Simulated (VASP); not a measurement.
# Ga (C2/c) in VASP: further runs

Runs on Ga. Level: PBE. Tasks: electric field gradients.

Program: VASP 6.6.1. These are calculated values, not measurements. Logs are shortened: lines on timing, memory, paths and dates and some standing lists are left out, and cuts for length are marked.

## Step 1: The cell of the first run

The structure is monoclinic, space group C2/c (No. 15). Conventional cell: a = 2.775 Å, b = 8.080 Å, c = 3.343 Å, α = 90.00°, β = 92.02°, γ = 90.00°. Ga (site symmetry 2) has 10 Ga at 2.70 to 3.34 Å within 3.6 Å.

## Step 2: Electric field gradients, PBE (18.73 Å³/atom)

File INCAR:

```
  PREC = Accurate
  ENCUT = 520
  EDIFF = 1E-8
  ISMEAR = -1
  SIGMA = 0.03
  LREAL = False
  LASPH = True
  NELM = 60
  ALGO = Normal
  ISIF = 2
  LWAVE = False
  LCHARG = False
  GGA = PE
  LEFG = True
  NBANDS = 20
```

File KPOINTS:

```
Automatic mesh
0
Gamma
  14 14 11
```

File POSCAR:

```
Ga
1.0
    1.3875947181     -4.0398771747      0.0000000000
    1.3875947181      4.0398771747      0.0000000000
   -0.1178402022      0.0000000000      3.3409929716
Ga
2
Direct
    0.8690000000      0.1310000000      0.2500000000
    0.1310000000      0.8690000000      0.7500000000
```

Potentials or basis: VASP PAW PBE potentials, release 64 (Ga_d).

Started as:

```console
$ cat potpaw_PBE.64/Ga_d/POTCAR > POTCAR
$ mpirun -np 1 vasp_std > vasp.out
```

OUTCAR:

```text
PREC = Accurate
   ENCUT = 520
   EDIFF = 1E-8
   ISMEAR = -1
   LREAL = False
   LASPH = True
   NELM = 60
   ISIF = 2
   GGA = PE

 ion  position               nearest neighbor table
   1  0.869  0.131  0.250-   2 2.70   2 2.70   2 2.87   2 2.87
   2  0.131  0.869  0.750-   1 2.70   1 2.70   1 2.87   1 2.87

  LATTYP: Found a base centered monoclinic cell.
 ALAT       =     2.7751894362
 B/A-ratio  =     2.9114244397
 C/A-ratio  =     1.2046278548
 COS(beta)  =    -0.0352490928

  Lattice vectors:

 A1 = (   1.3875947181,  -4.0398771747,   0.0000000000)
 A2 = (   1.3875947181,   4.0398771747,   0.0000000000)
 A3 = (  -0.1178402022,   0.0000000000,   3.3409929716)

Analysis of symmetry for initial positions (statically):
=====================================================================
 Subroutine PRICEL returns:
 Original cell was already a primitive cell.

 Routine SETGRP: Setting up the symmetry group for a
 base centered monoclinic supercell.

 Subroutine GETGRP returns: Found  4 space group operations
 (whereof  2 operations were pure point group operations)
 out of a pool of  4 trial point group operations.

The static configuration has the point symmetry S_2 .
 The point group associated with its full space group is C_2h.

Analysis of symmetry for dynamics (positions and initial velocities):
=====================================================================
 Subroutine PRICEL returns:
 Original cell was already a primitive cell.

 Routine SETGRP: Setting up the symmetry group for a
 base centered monoclinic supercell.

 Subroutine GETGRP returns: Found  4 space group operations
 (whereof  2 operations were pure point group operations)
 out of a pool of  4 trial point group operations.

The dynamic configuration has the point symmetry S_2 .
 The point group associated with its full space group is C_2h.

 Subroutine INISYM returns: Found  4 space group operations
 (whereof  2 operations are pure point group operations),
 and found     1 'primitive' translations

----------------------------------------------------------------------------------------

                                     Primitive cell

  volume of cell :      37.4573

  direct lattice vectors                    reciprocal lattice vectors
     1.387594718 -4.039877175  0.000000000     0.360335762 -0.123766139  0.012709407
     1.387594718  4.039877175  0.000000000     0.360335762  0.123766139  0.012709407
    -0.117840202  0.000000000  3.340992972     0.000000000  0.000000000  0.299312213

  length of vectors
     4.271536806  4.271536806  3.343070497     0.381210503  0.381210503  0.299312213

  position of ions in fractional coordinates (direct lattice)
     0.869000000  0.131000000  0.250000000
     0.131000000  0.869000000  0.750000000

  ion indices of the primitive-cell ions
   primitive index   ion index
                 1           1
                 2           2

----------------------------------------------------------------------------------------

 KPOINTS: Automatic mesh

Automatic generation of k-mesh.
 Grid dimensions read from file:
 generate k-points for:   14   14   11

 Generating k-lattice:

  Cartesian coordinates                     Fractional coordinates (reciprocal lattice)
     0.025738269 -0.008840439  0.000907815     0.071428571  0.000000000  0.000000000
     0.025738269  0.008840439  0.000907815     0.000000000  0.071428571  0.000000000
     0.000000000  0.000000000  0.027210201     0.000000000  0.000000000  0.090909091

  Length of vectors
     0.027229322  0.027229322  0.027210201

  Shift w.r.t. Gamma in fractional coordinates (k-lattice)
     0.000000000  0.000000000  0.000000000

 Subroutine IBZKPT returns following result:
 ===========================================

 Found    582 irreducible k-points:

 Following reciprocal coordinates:
            Coordinates               Weight
  0.000000  0.000000  0.000000      1.000000
  0.071429  0.000000  0.000000      4.000000
  0.142857 -0.000000  0.000000      4.000000
  0.214286 -0.000000  0.000000      4.000000
  0.285714 -0.000000 -0.000000      4.000000
  0.357143 -0.000000  0.000000      4.000000
[... 16 lines left out ...]
  0.214286  0.142857  0.000000      4.000000
  0.285714  0.142857 -0.000000      4.000000
 [... further k-points ...]
   k-points           NKPTS =    582   k-points in BZ     NKDIM =    582   number of bands    NBANDS=     20
   number of dos      NEDOS =    301   number of ions     NIONS =      2
   total plane-waves  NPLWV =  28672
   dimension x,y,z NGX =    32 NGY =   32 NGZ =   28
   dimension x,y,z NGXF=    64 NGYF=   64 NGZF=   56
   ions per type =               2
   NGX,Y,Z   is equivalent  to a cutoff of  12.45, 12.45, 13.92 a.u.
   NGXF,Y,Z  is equivalent  to a cutoff of  24.91, 24.91, 27.85 a.u.
 SYSTEM =  unknown system
   PREC   = accura    normal or accurate (medium, high low for compatibility)
   ISTART =      0    job   : 0-new  1-cont  2-samecut
   ICHARG =      2    charge: 1-file 2-atom 10-const
   ISPIN  =      1    spin polarized calculation?
   LNONCOLLINEAR =      F non collinear calculations
   LSORBIT =      F    spin-orbit coupling
   LASPH  =      T    aspherical Exc in radial PAW
   ENCUT  =  520.0 eV  38.22 Ry    6.18 a.u.   7.94  7.94  6.22*2*pi/ulx,y,z
   NELM   =     60;   NELMIN=  2; NELMDL= -5     # of ELM steps
   EDIFF  = 0.1E-07   stopping-criterion for ELM
   LREAL  =      F    real-space projection
   EDIFFG = 0.1E-06   stopping-criterion for IOM
   NSW    =      0    number of steps for IOM
   IBRION =     -1    ionic relax: 0-MD 1-quasi-New 2-CG
   NFREE  =      0    steps in history (QN), initial steepest desc. (CG)
   ISIF   =      2    stress and relaxation
   ISYM   =      2    0-nonsym 1-usesym 2-fastsym
   POTIM  = 0.5000    time-step for ionic-motion
   TEBEG  =    0.0;   TEEND  =   0.0 temperature during run
   PSTRESS=    0.0 pullay stress
   NELECT =      26.0000    total number of electrons
   NUPDOWN=      -1.0000    fix difference up-down
   EMIN   =  10.00;   EMAX   =-10.00  energy-range for DOS
   EFERMI =   0.00;   METHOD = LEGACY
   ISMEAR =    -1;   SIGMA  =   0.03  broadening in eV -4-tet -1-fermi 0-gaus
   EFERMI_NEDOS =   21; number of points for ismear=-14 and -15
   IALGO  =     38    algorithm
   IMIX   =      4    mixing-type and parameters
     AMIX     =   0.40;   BMIX     =  1.00
     AMIX_MAG =   1.60;   BMIX_MAG =  1.00
  volume/ion in A,a.u.               =      18.73       126.39
  Fermi-wavevector in a.u.,A,eV,Ry     =   1.449508  2.739172 28.586824  2.101072
  Thomas-Fermi vector in A             =   2.567226
   LORBIT       =      0    0 simple, 1 ext, 2 COOP (PROOUT), +10 PAW based schemes
   GGA     = PE    functional components
   LHFCALC =     F    Hartree Fock is set to
   AEXX    =    0.0000 exact exchange contribution
   IVDW    =     0    specifies the selected vdW correction
   LEPSILON=     F    determine dielectric tensor
   LRPA    =     F    only Hartree local field effects (RPA)
 non-spin polarized calculation
  energy-cutoff  :      520.00
  volume of cell :       37.46
 maximum number of plane-waves:      1026
   NGX = 15   NGY = 15   NGZ = 13

 number of electron      26.0000009 magnetization

 Free energy of the ion-electron system (eV)
  ---------------------------------------------------
  ext. energy  EPLUGINS =         0.00000000
  ---------------------------------------------------
  free energy    TOTEN  =        -5.77538234 eV

  energy without entropy =       -5.77359555  energy(sigma->0) =       -5.77448895

 E-fermi :   5.5681     XC(G=0): -11.0083

 val. band max:        5.5680788384   @ k =  -0.2857  -0.2857   0.3636
 cond. band min:       5.5682508445   @ k =  -0.2143   0.5000   0.3636
 fundamental gap:      0.0001720061
 Fermi energy:         5.5681384631

 k-point     1 :       0.0000    0.0000    0.0000
  band No.  band energies     occupation
      1      -9.5836      2.00000
      2      -9.5737      2.00000
      3      -9.5394      2.00000
      4      -9.5147      2.00000
      5      -9.2488      2.00000
      6      -9.2476      2.00000
[... 12 lines left out ...]
     19      16.2040      0.00000
     20      18.5986      0.00000

 k-point     2 :       0.0714    0.0000    0.0000
  band No.  band energies     occupation
      1      -9.5795      2.00000
      2      -9.5652      2.00000
      3      -9.5281      2.00000
      4      -9.4958      2.00000
      5      -9.2581      2.00000
      6      -9.2565      2.00000
[... 12 lines left out ...]
     19      16.5073      0.00000
     20      19.2534      0.00000

 k-point     3 :       0.1429   -0.0000    0.0000
  band No.  band energies     occupation
      1      -9.5682      2.00000
      2      -9.5445      2.00000
      3      -9.4973      2.00000
      4      -9.4421      2.00000
      5      -9.2848      2.00000
      6      -9.2819      2.00000
[... 12 lines left out ...]
     19      16.6459      0.00000
     20      19.8650      0.00000

 k-point     4 :       0.2143   -0.0000    0.0000
  band No.  band energies     occupation
      1      -9.5525      2.00000
      2      -9.5194      2.00000
      3      -9.4537      2.00000
      4      -9.3811      2.00000
      5      -9.3223      2.00000
      6      -9.3051      2.00000
[... 12 lines left out ...]
     19      16.7943      0.00000
     20      20.6382      0.00000

 k-point     5 :       0.2857   -0.0000   -0.0000
  band No.  band energies     occupation
      1      -9.5363      2.00000
      2      -9.4956      2.00000
      3      -9.4188      2.00000
      4      -9.3889      2.00000
      5      -9.3654      2.00000
      6      -9.2818      2.00000
[... 12 lines left out ...]
     19      16.9667      0.00000
     20      19.4252      0.00000
[... 353 lines left out ...]
      6      -9.2537      2.00000
[... 12 lines left out ...]
     19      16.3395      0.00000
     20      18.0367      0.00000

 k-point    22 :       0.1429    0.1429    0.0000
  band No.  band energies     occupation
      1      -9.5520      2.00000
      2      -9.5046      2.00000
      3      -9.4234      2.00000
      4      -9.3534      2.00000
      5      -9.3356      2.00000
      6      -9.3108      2.00000
[... 12 lines left out ...]
     19      17.7380      0.00000
     20      20.1644      0.00000

 k-point    23 :       0.2143    0.1429    0.0000
  band No.  band energies     occupation
      1      -9.5431      2.00000
      2      -9.4828      2.00000
      3      -9.4494      2.00000
      4      -9.3670      2.00000
      5      -9.3566      2.00000
      6      -9.3296      2.00000
[... 12 lines left out ...]
     19      17.7145      0.00000
     20      19.1419      0.00000

 k-point    24 :       0.2857    0.1429   -0.0000
  band No.  band energies     occupation
      1      -9.5356      2.00000
      2      -9.4868      2.00000
      3      -9.4539      2.00000
      4      -9.3954      2.00000
      5      -9.3633      2.00000
      6      -9.3306      2.00000
[... 12 lines left out ...]
     19      16.8205      0.00000
     20      17.8831      0.00000

 [... further k-points ...]

------------------------ aborting loop because EDIFF is reached ----------------------------------------

  FORCE on cell =-STRESS in cart. coord.  units (eV):
  Direction    XX          YY          ZZ          XY          YZ          ZX
  --------------------------------------------------------------------------------------
  -------------------------------------------------------------------------------------
  Total        0.3091269      0.3359400      0.2573115      0.0000000      0.0000000     -0.0177075
  in kB       13.2224202     14.3693090     11.0060973      0.0000000      0.0000000     -0.7574129
  external PRESSURE =      12.8659422 kB  Pullay stress =       0.0000000 kB

 VOLUME and BASIS-vectors are now :
 -----------------------------------------------------------------------------
  energy-cutoff  :      520.00
  volume of cell :       37.46
      direct lattice vectors                 reciprocal lattice vectors
     1.387594718 -4.039877175  0.000000000     0.360335762 -0.123766139  0.012709407
     1.387594718  4.039877175  0.000000000     0.360335762  0.123766139  0.012709407
    -0.117840202  0.000000000  3.340992972     0.000000000  0.000000000  0.299312213

 POSITION                                       TOTAL-FORCE (eV/Angst)
 -----------------------------------------------------------------------------------
      1.35813     -2.98143      0.83525         0.000000      0.184974      0.000000
      1.29921      2.98143      2.50574        -0.000000     -0.184974     -0.000000
 -----------------------------------------------------------------------------------
    total drift:                                0.000000      0.000000     -0.000000

  FREE ENERGIE OF THE ION-ELECTRON SYSTEM (eV)
  ---------------------------------------------------
  free  energy   TOTEN  =        -5.7753823407 eV

  energy  without entropy=       -5.7735955506  energy(sigma->0) =       -5.77448895

 Electric field gradients (V/A^2)
---------------------------------------------------------------------
 ion       V_xx      V_yy      V_zz      V_xy      V_xz      V_yz
---------------------------------------------------------------------
   1      -6.275   -17.976    24.251     0.000    -2.436    -0.000
   2      -6.275   -17.976    24.251     0.000    -2.436    -0.000
---------------------------------------------------------------------

 Electric field gradients after diagonalization (V/A^2)
 (convention: |V_zz| > |V_xx| > |V_yy|)
----------------------------------------------------------------------
 ion       V_xx      V_yy      V_zz     asymmetry (V_yy - V_xx)/ V_zz
----------------------------------------------------------------------
   1     -17.976    -6.468    24.445       0.471
   2     -17.976    -6.468    24.445       0.471
----------------------------------------------------------------------

           NMR quadrupolar parameters

 Cq : quadrupolar parameter    Cq=e*Q*V_zz/h
 eta: asymmetry parameters     (V_yy - V_xx)/ V_zz
 Q  : nuclear electric quadrupole moment in mb (millibarn)
----------------------------------------------------------------------
 ion       Cq(MHz)       eta       Q (mb)
----------------------------------------------------------------------
   1       0.059       0.471       1.000
   2       0.059       0.471       1.000
----------------------------------------------------------------------
```

Run time: 2.8 min. Hardware: 1 thread of Intel Xeon 6975P-C (Granite Rapids), shared host; peak memory 0.44 GiB.

Results:

```
Free energy                             : -5.7754 eV
Pressure                                : 1.3 GPa
Largest force                           : 0.185 eV/Å
Band gap on the k mesh                  : zero (bands 13 and 14 overlap by 7.92 eV)
Largest electric field gradient by atom : Ga +24.4 V/Å²
```

Forces in eV/Å, atoms in the order of the input:
```
Ga   0.000  0.185  0.000
Ga   0.000 -0.185  0.000
```

Stress tensor (GPa, compression positive):
```
 1.32  0.00 -0.08
 0.00  1.44  0.00
-0.08  0.00  1.10
```

Levels at points of the mesh, in eV from the Fermi level:
```tsv
k point	band 10	band 11	band 12	band 13	band 14	band 15	band 16	band 17
(0.00, 0.00, 0.00)	-14.64	-11.16	-2.07	-1.66	1.63	5.41	9.61	10.10
(0.50, 0.00, 0.00)	-14.66	-6.04	-4.98	-1.33	-0.02	5.73	6.53	8.39
(0.50, 0.50, 0.00)	-14.70	-9.05	-8.55	3.97	4.54	5.75	5.98	7.50
```

Electric field gradients, principal values (V/Å²):
```csv
atom,least,middle,greatest (by size)
1 Ga,-6.468,-17.976,24.445
2 Ga,-6.468,-17.976,24.445
```

Caveat: without QUAD_EFG the Cq values of the log hold for a quadrupole moment of 1 mb, not for the nuclei.

## Step 3: Electric field gradients, PBE (zz strain of +1 %)

File INCAR:

```
PREC = Accurate
ENCUT = 520
EDIFF = 1E-8
ISMEAR = -1
SIGMA = 0.03
LREAL = False
LASPH = True
NELM = 60
ALGO = Normal
ISIF = 2
LWAVE = False
LCHARG = False
GGA = PE
LEFG = True
NBANDS = 20
```

KPOINTS is that of step 2.

File POSCAR:

```
Ga
1.0
    1.3830000000     -4.0265000000      0.0000000000
    1.3830000000      4.0265000000      0.0000000000
   -0.1174500000      0.0000000000      3.3632293000
Ga
2
Direct
    0.8690000000      0.1310000000      0.2500000000
    0.1310000000      0.8690000000      0.7500000000
```

Potentials or basis: VASP PAW PBE potentials, release 64 (Ga_d).

Started as:

```console
$ cat potpaw_PBE.64/Ga_d/POTCAR > POTCAR
$ mpirun -np 1 vasp_std > vasp.out
```

OUTCAR:

```text
PREC = Accurate
   ENCUT = 520
   EDIFF = 1E-8
   ISMEAR = -1
   LREAL = False
   LASPH = True
   NELM = 60
   ISIF = 2
   GGA = PE

 ion  position               nearest neighbor table
   1  0.869  0.131  0.250-   2 2.70   2 2.70   2 2.87   2 2.87
   2  0.131  0.869  0.750-   1 2.70   1 2.70   1 2.87   1 2.87

  LATTYP: Found a base centered monoclinic cell.
 ALAT       =     2.7660000000
 B/A-ratio  =     2.9114244396
 C/A-ratio  =     1.2166592399
 COS(beta)  =    -0.0349005191

  Lattice vectors:

 A1 = (   1.3830000000,  -4.0265000000,   0.0000000000)
 A2 = (   1.3830000000,   4.0265000000,   0.0000000000)
 A3 = (  -0.1174500000,   0.0000000000,   3.3632293000)

Analysis of symmetry for initial positions (statically):
=====================================================================
 Subroutine PRICEL returns:
 Original cell was already a primitive cell.

[... 744 lines left out ...]
  volume of cell :       37.46
      direct lattice vectors                 reciprocal lattice vectors
     1.383000000 -4.026500000  0.000000000     0.361532899 -0.124177325  0.012625377
     1.383000000  4.026500000  0.000000000     0.361532899  0.124177325  0.012625377
    -0.117450000  0.000000000  3.363229300     0.000000000  0.000000000  0.297333280

 POSITION                                       TOTAL-FORCE (eV/Angst)
 -----------------------------------------------------------------------------------
      1.35364     -2.97156      0.84081         0.000000      0.172904     -0.000000
      1.29491      2.97156      2.52242        -0.000000     -0.172904      0.000000
 -----------------------------------------------------------------------------------
    total drift:                                0.000000      0.000000     -0.000000

  FREE ENERGIE OF THE ION-ELECTRON SYSTEM (eV)
  ---------------------------------------------------
  free  energy   TOTEN  =        -5.7745712299 eV

  energy  without entropy=       -5.7728725741  energy(sigma->0) =       -5.77372190

 Electric field gradients (V/A^2)
---------------------------------------------------------------------
 ion       V_xx      V_yy      V_zz      V_xy      V_xz      V_yz
---------------------------------------------------------------------
   1      -7.249   -17.890    25.138     0.000    -2.536    -0.000
   2      -7.249   -17.890    25.138     0.000    -2.536    -0.000
---------------------------------------------------------------------

 Electric field gradients after diagonalization (V/A^2)
 (convention: |V_zz| > |V_xx| > |V_yy|)
----------------------------------------------------------------------
 ion       V_xx      V_yy      V_zz     asymmetry (V_yy - V_xx)/ V_zz
----------------------------------------------------------------------
   1     -17.890    -7.446    25.336       0.412
   2     -17.890    -7.446    25.336       0.412
----------------------------------------------------------------------

           NMR quadrupolar parameters

 Cq : quadrupolar parameter    Cq=e*Q*V_zz/h
 eta: asymmetry parameters     (V_yy - V_xx)/ V_zz
 Q  : nuclear electric quadrupole moment in mb (millibarn)
----------------------------------------------------------------------
 ion       Cq(MHz)       eta       Q (mb)
----------------------------------------------------------------------
   1       0.061       0.412       1.000
   2       0.061       0.412       1.000
----------------------------------------------------------------------
```

Wall time 5.8 min (1 thread of AMD EPYC 7R13 (Zen 3), shared host); peak memory 0.42 GiB.

What came out:

```yaml
Free_energy: -5.7746 eV
Pressure: 1.3 GPa
Largest_force: 0.173 eV/Å
Band_gap_on_the_k_mesh: zero (bands 13 and 14 overlap by 7.82 eV)
Largest_electric_field_gradient_by_atom: Ga +25.3 V/Å²
```

Forces in eV/Å, atoms in the order of the input:
```
Ga   0.000  0.173  0.000
Ga   0.000 -0.173  0.000
```

Electric field gradients, principal values (V/Å²):
| atom | least | middle | greatest (by size) |
| --- | --- | --- | --- |
| 1 Ga | -7.446 | -17.890 | 25.336 |
| 2 Ga | -7.446 | -17.890 | 25.336 |

Caveat: the cell differs from its parent crystal (zz strain of +1 %); without QUAD_EFG the Cq values of the log hold for a quadrupole moment of 1 mb, not for the nuclei.

(Continued in part 2 of 3.)
